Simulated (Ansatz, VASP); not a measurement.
## In3Se in VASP and in Ansatz

```
In Se
1.0
     4.48936    0.00000    0.00000
     0.00000    4.70090    0.00000
     0.00000    0.00000    4.70090
In Se
3 1
Direct
  0.00000 0.50000 0.50000
  0.50000 0.00000 0.50000
  0.50000 0.50000 0.00000
  0.00000 0.00000 0.00000
```

Change from the starting cell: strain -0.0450 x Voigt [1, 0, 0, 0, 0, 0], atoms carried along.

Alike in both runs: task single point; functional PBE; dispersion D3(BJ); k mesh 10 × 10 × 10; occupations gaussian, width 0.15 eV; no spin polarisation.

```csv
,VASP,Ansatz
version,VASP 6.6.1,Ansatz 0.2.0
potentials or method,"VASP PAW PBE potentials, release 64 (In_d, Se), cutoff 520 eV","scalar-relativistic, plane waves, PAW"
valence electrons in the cell,45,55
```

|  | VASP | Ansatz | Ansatz less VASP |
| --- | --- | --- | --- |
| gap on the k mesh at the Fermi level (eV) | none | none | - |
| pressure (GPa) | 2.1 | 2.1 | +0.01 |
| traceless stress, the component that is largest in VASP (GPa) | 0.05 | 0.05 | 0.000 |

A gap of «none» marks a metal or a gap that the smearing closes. VASP's potentials hold 45 valence electrons a cell and Ansatz's 55, so a difference there can come from the potentials and not from the codes.
